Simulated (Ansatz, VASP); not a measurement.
# One calculation of Ti2O, two programs

```xyz
3
Lattice="2.9575 0.1130 0.0022 -1.3809 2.5006 0.0078 0.0035 0.0164 4.6729" Properties=species:S:1:pos:R:3 pbc="T T T"
Ti    1.5302    0.9159    1.2332
Ti    0.0499    1.7141    3.4497
O     0.0000    0.0000    0.0000
```

Change from the starting cell: all atoms moved at random, sigma 0.05 Å a component, cell strained at random, sigma 0.03; relaxed back.

Alike in both runs: functional PBEsol; k mesh 12 × 12 × 8; occupations gaussian, width 0.15 eV; no spin polarisation.

Ansatz relaxed the structure, and its values are those at the end. VASP's run is a single point on that final structure, the one shown.

```csv
,VASP,Ansatz
version,VASP 6.6.1,Ansatz 0.2.0
potentials or method,"VASP PAW PBE potentials, release 64 (Ti_sv, O), cutoff 520 eV","scalar-relativistic, plane waves, PAW"
valence electrons in the cell,30,30
```

|  | VASP | Ansatz | Ansatz less VASP |
| --- | --- | --- | --- |
| gap on the k mesh at the Fermi level (eV) | none | none | - |
| pressure (GPa) | 3.5 | 3.1 | -0.38 |
| rms of the force components (eV/Å) | 0.025 | 0.002 | -0.0229 |

VASP's potentials were made for PBE, not for PBEsol. A gap of «none» marks a metal or a gap that the smearing closes. With one functional, cell and mesh, what is left measures potentials, basis and numerics. Ansatz's warnings: stress scf threshold loose.
